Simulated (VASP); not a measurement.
Wanted: the native input for a VASP 6.6.1 run.

```yaml
Task: single point
Functional: PBEsol
Potentials_or_basis: VASP PAW PBE potentials, release 64 (Cu)
Cutoff: 520 eV
k_mesh: 24 × 24 × 6
Occupations: gaussian, width 0.1 eV
Spin: no spin polarisation
Dipole_correction: no
Further_INCAR_settings: ALGO = Fast; EDIFF = 1e-06; NBANDS = 30
```

The structure of Cu lies in POSCAR:

```
Cu
1.0
    2.5197984285      0.0000000000      0.0000000000
   -1.2598992142      2.1822094515      0.0000000000
    0.0000000000      0.0000000000      8.2352547795
Cu
4
Direct
    0.0000000000      0.0000000000      0.0000000000
    0.3333333333      0.6666666667      0.2500000000
    0.0000000000      0.0000000000      0.5000000000
    0.6666666667      0.3333333333      0.7500000000
```

This isn't the form of Cu at room conditions, which is fcc.

The input as run:

INCAR

```
SYSTEM = Cu
PREC     = Accurate       ! precision mode
ENCUT    = 520            ! plane-wave cutoff, eV
EDIFF    = 1E-6           ! SCF threshold, eV
ISMEAR   = 0              ! smearing method
SIGMA    = 0.1            ! smearing width, eV
LREAL    = .False.        ! projectors in reciprocal space
LASPH    = .True.         ! aspherical terms in the spheres
NELM     = 100            ! most SCF steps
ALGO     = Fast           ! electronic algorithm
ISIF     = 2              ! what is computed and relaxed
LWAVE    = .False.        ! write WAVECAR
LCHARG   = .False.        ! write CHGCAR
GGA      = PS             ! functional
NBANDS   = 30             ! bands
```

KPOINTS

```
regular mesh
0
Gamma
  24 24 6
  0 0 0
```

Potentials or basis: VASP PAW PBE potentials, release 64 (Cu).

Run with:

```sh
$ cat potpaw_PBE.64/Cu/POTCAR > POTCAR
$ mpirun -np 1 vasp_std > vasp.out
```

It gave:

```yaml
Pressure: 0.7 GPa
Band_gap_on_the_k_mesh: zero (bands 22 and 23 overlap by 5.25 eV)
```

Caveat: the PAW data sets were made with another functional, which shifts forces and pressure a little.

Wall time 3.6 min on 1 thread of Intel(R) Xeon(R) Platinum 8559C (Emerald Rapids), on a shared host, peak memory 0.34 GiB.
